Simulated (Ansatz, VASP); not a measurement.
## One calculation of Cu, two programs

```xyz
1
Lattice="-1.4978 1.4978 1.4281 1.4978 -1.4978 1.4281 1.4978 1.4978 -1.4281" Properties=species:S:1:pos:R:3 pbc="T T T"
Cu    0.0000    0.0000    0.0000
```

Alike in both runs: task single point; functional PBE; k mesh 22 × 22 × 22; occupations gaussian, width 0.15 eV; no spin polarisation.

|  | VASP | Ansatz |
| --- | --- | --- |
| version | VASP 6.6.1 | Ansatz 0.2.0 |
| potentials or method | VASP PAW PBE potentials, release 64 (Cu), cutoff 520 eV | scalar-relativistic, plane waves, PAW |
| valence electrons in the cell | 11 | 19 |

```csv
,VASP,Ansatz,Ansatz less VASP
gap on the k mesh at the Fermi level (eV),none,none,-
pressure (GPa),-7.0,-7.7,-0.70
"traceless stress, the component that is largest in VASP (GPa)",-0.33,-0.33,+0.001
```

A gap of «none» marks a metal or a gap that the smearing closes. The functional is the same, so the differences come from potentials, cutoffs and numerics. VASP's potentials hold 11 valence electrons a cell and Ansatz's 19, so a difference there can come from the potentials and not from the codes.
